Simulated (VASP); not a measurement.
# Nb (Im-3m) in VASP: settings compared

Aim: see how the results for Nb move with the level of theory and the settings. Levels: RPBE+D3(BJ), RPBE. Tasks: single point.

Program: VASP 6.6.1. These are calculated values, not measurements. Logs are shortened: lines on timing, memory, paths and dates and some standing lists are left out, and cuts for length are marked.

## 1. The cell of the first run

Symmetry: Im-3m, No. 229, cubic system. The conventional cell has a = 3.328 Å, b = 3.328 Å, c = 3.328 Å, α = 90.00°, β = 90.00°, γ = 90.00°. Within 3.8 Å of Nb (site symmetry m-3m) lie 14 Nb at 2.88 to 3.33 Å.

## 2. Single point, RPBE+D3(BJ)

Input file INCAR:

```
SYSTEM = Nb
ALGO     = Normal         ! electronic algorithm
EDIFF    = 1E-6           ! SCF threshold, eV
ENCUT    = 500            ! plane-wave cutoff, eV
GGA      = RP             ! functional
GGA_COMPAT= .FALSE.      
ISIF     = 2              ! what is computed and relaxed
ISMEAR   = -1             ! smearing method
IVDW     = 12             ! dispersion correction
LASPH    = .TRUE.         ! aspherical terms in the spheres
LCHARG   = .TRUE.         ! write CHGCAR
LELF     = .TRUE.         ! ELF
LREAL    = .FALSE.        ! projectors in reciprocal space
LVHAR    = .TRUE.       
LWAVE    = .FALSE.        ! write WAVECAR
NBANDS   = 12             ! bands
NELM     = 120            ! most SCF steps
PREC     = Accurate       ! precision mode
SIGMA    = 0.1            ! smearing width, eV
```

Input file KPOINTS:

```
k-points
0
G
  12 12 12
  0 0 0
```

Input file POSCAR:

```
Nb
1.0
    2.8820460000      0.0000000000      0.0000000000
   -0.9606819699      2.7172190377      0.0000000000
   -0.9606819699     -1.3586094550      2.3531807511
Nb
1
Direct
    0.0000000000      0.0000000000      0.0000000000
```

Potentials or basis: VASP PAW PBE potentials, release 64 (Nb_sv).

Run with:

```
cat potpaw_PBE.64/Nb_sv/POTCAR > POTCAR
mpirun -np 1 vasp_std > vasp.out
```

OUTCAR:

```text
SYSTEM = Nb
   EDIFF = 1E-6
   ENCUT = 500
   GGA = RP
   ISIF = 2
   ISMEAR = -1
   IVDW = 12
   LASPH = .TRUE.
   LREAL = .FALSE.
   NELM = 120
   PREC = Accurate
 IVDW          = 12

 ion  position               nearest neighbor table
   1  0.000  0.000  0.000-

  LATTYP: Found a body centered cubic cell.
 ALAT       =     3.3279000678

  Lattice vectors:

 A1 = (   2.8820460000,   0.0000000000,   0.0000000000)
 A2 = (  -0.9606819699,   2.7172190377,   0.0000000000)
 A3 = (  -0.9606819699,  -1.3586094550,   2.3531807511)

Analysis of symmetry for initial positions (statically):
=====================================================================
 Subroutine PRICEL returns:
 Original cell was already a primitive cell.

 Routine SETGRP: Setting up the symmetry group for a
 body centered cubic supercell.

 Subroutine GETGRP returns: Found 48 space group operations
 (whereof 48 operations were pure point group operations)
 out of a pool of 48 trial point group operations.

The static configuration has the point symmetry O_h .

Analysis of symmetry for dynamics (positions and initial velocities):
=====================================================================
 Subroutine PRICEL returns:
 Original cell was already a primitive cell.

 Routine SETGRP: Setting up the symmetry group for a
 body centered cubic supercell.

 Subroutine GETGRP returns: Found 48 space group operations
 (whereof 48 operations were pure point group operations)
 out of a pool of 48 trial point group operations.

The dynamic configuration has the point symmetry O_h .

 Subroutine INISYM returns: Found 48 space group operations
 (whereof 48 operations are pure point group operations),
 and found     1 'primitive' translations

----------------------------------------------------------------------------------------

                                     Primitive cell

  volume of cell :      18.4281

  direct lattice vectors                    reciprocal lattice vectors
     2.882046000  0.000000000  0.000000000     0.346975725  0.122674440  0.212478356
    -0.960681970  2.717219038  0.000000000     0.000000000  0.368023331  0.212478356
    -0.960681970 -1.358609455  2.353180751     0.000000000  0.000000000  0.424956731

  length of vectors
     2.882046000  2.882046000  2.882046000     0.424956731  0.424956731  0.424956731

  position of ions in fractional coordinates (direct lattice)
     0.000000000  0.000000000  0.000000000

  ion indices of the primitive-cell ions
   primitive index   ion index
[... 81 lines left out ...]
   POTIM  = 0.5000    time-step for ionic-motion
   TEBEG  =    0.0;   TEEND  =   0.0 temperature during run
   PSTRESS=    0.0 pullay stress
   NELECT =      13.0000    total number of electrons
   NUPDOWN=      -1.0000    fix difference up-down
   EMIN   =  10.00;   EMAX   =-10.00  energy-range for DOS
   EFERMI =   0.00;   METHOD = LEGACY
   ISMEAR =    -1;   SIGMA  =   0.10  broadening in eV -4-tet -1-fermi 0-gaus
   EFERMI_NEDOS =   21; number of points for ismear=-14 and -15
   IALGO  =     38    algorithm
   IMIX   =      4    mixing-type and parameters
     AMIX     =   0.40;   BMIX     =  1.00
     AMIX_MAG =   1.60;   BMIX_MAG =  1.00
  volume/ion in A,a.u.               =      18.43       124.36
  Fermi-wavevector in a.u.,A,eV,Ry     =   1.457345  2.753982 28.896789  2.123854
  Thomas-Fermi vector in A             =   2.574157
   LORBIT       =      0    0 simple, 1 ext, 2 COOP (PROOUT), +10 PAW based schemes
   GGA     = RP    functional components
   LHFCALC =     F    Hartree Fock is set to
   AEXX    =    0.0000 exact exchange contribution
   IVDW    =    12    specifies the selected vdW correction
   LEPSILON=     F    determine dielectric tensor
   LRPA    =     F    only Hartree local field effects (RPA)
 non-spin polarized calculation
  energy-cutoff  :      500.00
  volume of cell :       18.43
 maximum number of plane-waves:       484
 NGX is ok and might be reduce to    24
   NGX = 11   NGY = 11   NGZ = 11

 number of electron      12.9999999 magnetization

 Free energy of the ion-electron system (eV)
  ---------------------------------------------------
  ext. energy  EPLUGINS =         0.00000000
  ---------------------------------------------------
  free energy    TOTEN  =        -9.73143547 eV

  energy without entropy =       -9.68738060  energy(sigma->0) =       -9.70940804

 E-fermi :  10.9489     XC(G=0): -12.3143

 val. band max:       10.9326965896   @ k =   0.0833   0.0833  -0.0000
 cond. band min:      10.9536065602   @ k =  -0.1667   0.1667   0.0833
 fundamental gap:      0.0209099707
 Fermi energy:        10.9488930678

 k-point     1 :       0.0000    0.0000    0.0000
  band No.  band energies     occupation
      1     -43.4715      2.00000
      2     -18.8186      2.00000
      3     -18.8186      2.00000
      4     -18.8186      2.00000
      5       5.0476      2.00000
      6      11.3206      0.04746
      7      11.3206      0.04746
      8      11.3206      0.04746
      9      14.1561      0.00000
     10      14.1561      0.00000
     11      25.0829      0.00000
     12      25.0829      0.00000
[... 331 lines left out ...]
 k-point    24 :       0.4167    0.0833    0.0833
  band No.  band energies     occupation
      1     -43.2438      2.00000
      2     -19.9950      2.00000
      3     -19.2779      2.00000
      4     -18.9137      2.00000
      5       7.8551      2.00000
      6       9.3182      2.00000
      7      12.2149      0.00001
      8      14.3440      0.00000
      9      14.8681      0.00000
     10      18.2930      0.00000
     11      21.9877      0.00000
     12      23.0434      0.00000

 [... further k-points ...]

------------------------ aborting loop because EDIFF is reached ----------------------------------------

 Edisp (eV)   -4.42530

 E8    (eV) :    -3.1412

  FORCE on cell =-STRESS in cart. coord.  units (eV):
  Direction    XX          YY          ZZ          XY          YZ          ZX
  --------------------------------------------------------------------------------------
  -------------------------------------------------------------------------------------
  Total      -5.22451    -5.22451    -5.22451    -0.00000    -0.00000    -0.00000
  in kB    -454.22913  -454.22914  -454.22915    -0.00001    -0.00001    -0.00001
  external pressure =     -454.23 kB  Pullay stress =        0.00 kB

 VOLUME and BASIS-vectors are now :
 -----------------------------------------------------------------------------
  energy-cutoff  :      500.00
  volume of cell :       18.43
      direct lattice vectors                 reciprocal lattice vectors
     2.882046000  0.000000000  0.000000000     0.346975725  0.122674440  0.212478356
    -0.960681970  2.717219038  0.000000000     0.000000000  0.368023331  0.212478356
    -0.960681970 -1.358609455  2.353180751     0.000000000  0.000000000  0.424956731

 POSITION                                       TOTAL-FORCE (eV/Angst)
 -----------------------------------------------------------------------------------
      0.00000      0.00000      0.00000         0.000000      0.000000      0.000000
 -----------------------------------------------------------------------------------
    total drift:                                0.000000     -0.000000      0.000000

  FREE ENERGIE OF THE ION-ELECTRON SYSTEM (eV)
  ---------------------------------------------------
  free  energy   TOTEN  =       -14.1567321866 eV

  energy  without entropy=      -14.1126773117  energy(sigma->0) =      -14.13470475
```

OSZICAR:

```text
N       E                     dE             d eps       ncg     rms          rms(c)
DAV:   1     0.116758041845E+03    0.11676E+03   -0.70789E+03  1728   0.104E+03
DAV:   2    -0.533440760586E+01   -0.12209E+03   -0.11792E+03  1884   0.384E+02
DAV:   3    -0.984950216105E+01   -0.45151E+01   -0.42629E+01  2452   0.653E+01
DAV:   4    -0.101313768037E+02   -0.28187E+00   -0.28010E+00  2464   0.150E+01
DAV:   5    -0.101392532923E+02   -0.78765E-02   -0.78749E-02  2440   0.221E+00    0.678E+00
DAV:   6    -0.976612930491E+01    0.37312E+00   -0.58654E-01  2752   0.976E+00    0.235E+00
DAV:   7    -0.972509514022E+01    0.41034E-01   -0.18217E-01  2844   0.543E+00    0.962E-01
DAV:   8    -0.973135612114E+01   -0.62610E-02   -0.12932E-02  2072   0.152E+00    0.427E-02
DAV:   9    -0.973141986556E+01   -0.63744E-04   -0.99772E-04  2700   0.279E-01    0.459E-02
DAV:  10    -0.973144319025E+01   -0.23325E-04   -0.33343E-05  2064   0.774E-02    0.168E-02
DAV:  11    -0.973143586028E+01    0.73300E-05   -0.65800E-06  2272   0.429E-02    0.325E-03
DAV:  12    -0.973143547465E+01    0.38563E-06   -0.19722E-07  1232   0.544E-03
   1 F= -.14156732E+02 E0= -.14134705E+02  d E =-.440549E-01
```

Run time: 9.6 s. Hardware: 1 thread of Intel Xeon Platinum 8124M at 3.00GHz (Skylake/Cascade Lake), shared host; peak memory 0.15 GiB.

Results:

| Quantity | Value |
| --- | --- |
| Free energy | -14.1567 eV |
| Pressure | -45.4 GPa |
| Dispersion energy per atom | -4.425 eV |

Levels at points of the mesh, in eV from the Fermi level:
```
           k point  band 4  band 5  band 6  band 7  band 8  band 9
(0.00, 0.00, 0.00)  -29.77   -5.90    0.37    0.37    0.37    3.21
(0.50, 0.00, 0.00)  -29.78   -3.63   -1.59    2.16    3.22    3.89
(0.50, 0.50, 0.50)  -30.63   -3.59   -3.59    5.43    5.43    5.43
```

Caveat: the PAW data sets were made with another functional, which shifts forces and pressure a little; pairwise dispersion overbinds metals, which lowers pressure and volume.

## 3. Single point, RPBE

Input file INCAR:

```
SYSTEM = Nb
PREC     = Accurate       ! precision mode
ENCUT    = 500            ! plane-wave cutoff, eV
EDIFF    = 1E-6           ! SCF threshold, eV
ISMEAR   = -1             ! smearing method
SIGMA    = 0.1            ! smearing width, eV
LREAL    = .False.        ! projectors in reciprocal space
LASPH    = .True.         ! aspherical terms in the spheres
NELM     = 120            ! most SCF steps
ALGO     = Normal         ! electronic algorithm
ISIF     = 2              ! what is computed and relaxed
LWAVE    = .False.        ! write WAVECAR
LCHARG   = .True.         ! write CHGCAR
GGA      = RP             ! functional
LELF     = .True.         ! ELF
LVHAR    = .True.       
NBANDS   = 12             ! bands
GGA_COMPAT= .False.
```

Input file KPOINTS:

```
Automatic mesh
0
Gamma
  12 12 12
  0 0 0
```

POSCAR is that of step 2.

Potentials or basis: VASP PAW PBE potentials, release 64 (Nb_sv).

Run with:

```
cat potpaw_PBE.64/Nb_sv/POTCAR > POTCAR
mpirun -np 1 vasp_std > vasp.out
```

Wall time 9.5 s (1 thread of Intel Xeon Platinum 8124M at 3.00GHz (Skylake/Cascade Lake), shared host); peak memory 0.14 GiB.

It converged, with:

```yaml
Free_energy: -9.7314 eV
Pressure: -0.3 GPa
```

Levels at points of the mesh, in eV from the Fermi level:
```
           k point  band 2  band 3  band 4  band 5  band 6  band 7  band 8  band 9  band 10  band 11
(0.00, 0.00, 0.00)  -29.77  -29.77  -29.77   -5.90    0.37    0.37    0.37    3.21     3.21    14.13
(0.50, 0.00, 0.00)  -31.03  -30.17  -29.78   -3.63   -1.59    2.16    3.22    3.89     6.17    11.53
(0.50, 0.50, 0.50)  -30.63  -30.63  -30.63   -3.59   -3.59    5.43    5.43    5.43     8.88     8.88
```

Caveat: the PAW data sets were made with another functional, which shifts forces and pressure a little.

## 4. Single point, RPBE

Input file INCAR:

```
  PREC = Accurate
  ENCUT = 500
  EDIFF = 1E-6
  ISMEAR = -1
  SIGMA = 0.1
  LREAL = F
  LASPH = T
  NELM = 120
  ALGO = Normal
  ISIF = 2
  LWAVE = F
  LCHARG = T
  GGA = RP
  LELF = T
  LVHAR = T
  NBANDS = 12
  GGA_COMPAT = F
```

Input file KPOINTS:

```
Automatic mesh
0
Gamma
  12 12 12
```

POSCAR is that of step 3.

Run with:

```
cat potpaw_PBE.64/Nb_sv/POTCAR > POTCAR
mpirun -np 1 vasp_std > vasp.out
```

Wall time 9.9 s (1 thread of Intel Xeon Platinum 8124M at 3.00GHz (Skylake/Cascade Lake), shared host); peak memory 0.14 GiB.

The run converged. Its results:

- Free energy: -9.7314 eV
- Pressure: -0.3 GPa

Levels at points of the mesh, in eV from the Fermi level:
```csv
k point,band 2,band 3,band 4,band 5,band 6,band 7,band 8,band 9,band 10,band 11
"(0.00, 0.00, 0.00)",-29.77,-29.77,-29.77,-5.90,0.37,0.37,0.37,3.21,3.21,14.13
"(0.50, 0.00, 0.00)",-31.03,-30.17,-29.78,-3.63,-1.59,2.16,3.22,3.89,6.17,11.53
"(0.50, 0.50, 0.50)",-30.63,-30.63,-30.63,-3.59,-3.59,5.43,5.43,5.43,8.88,8.88
```

Caveat: the PAW data sets were made with another functional, which shifts forces and pressure a little.
